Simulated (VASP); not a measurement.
# Cu: single point with LDA

Crystal: Cu.

```
Cu
1.0
    -1.49875    1.49875    1.30755
     1.49875   -1.49875    1.30755
     1.49875    1.49875   -1.30755
Cu
1
Direct
  0.00000 0.00000 0.00000
```

* Program: VASP 6.6.1
* Task: single point
* Functional: LDA
* Potentials or basis: VASP PAW LDA potentials, release 64 (Cu)
* Cutoff: 520 eV
* k mesh: 22 × 22 × 22
* Occupations: gaussian, width 0.15 eV
* Spin: no spin polarisation
* Dipole correction: no
* Further INCAR settings: ALGO = Normal; EDIFF = 1e-06; NBANDS = 12

```
Pressure               : -10.0 GPa
Band gap on the k mesh : zero (an odd number of electrons rules out a gap without spin polarisation)
```

Stress tensor (GPa, compression positive):
```
-10.44   0.00   0.00
  0.00 -10.44   0.00
  0.00   0.00  -8.99
```

Levels at points of the mesh, in eV from the Fermi level:
```csv
k point,band 2,band 3,band 4,band 5,band 6,band 7,band 8,band 9,band 10,band 11
"(0.00, 0.00, 0.00)",-3.51,-2.93,-2.93,-2.55,-1.92,23.15,23.15,26.89,27.62,27.64
"(0.50, 0.00, 0.00)",-4.08,-2.22,-1.74,-1.44,-0.17,4.95,16.33,16.49,20.52,23.40
"(0.50, 0.50, 0.00)",-3.40,-2.63,-2.18,-1.47,-1.22,3.40,20.21,20.45,23.94,26.54
"(0.50, 0.50, 0.50)",-4.68,-1.62,-1.62,-1.49,6.53,6.53,11.90,12.46,12.90,18.28
```

It took 48 s on 1 thread of AMD EPYC 9R45 96-Core Processor (Zen 5), with other jobs on the host, peak memory 0.18 GiB.

Caveat: the cell stands under tension.
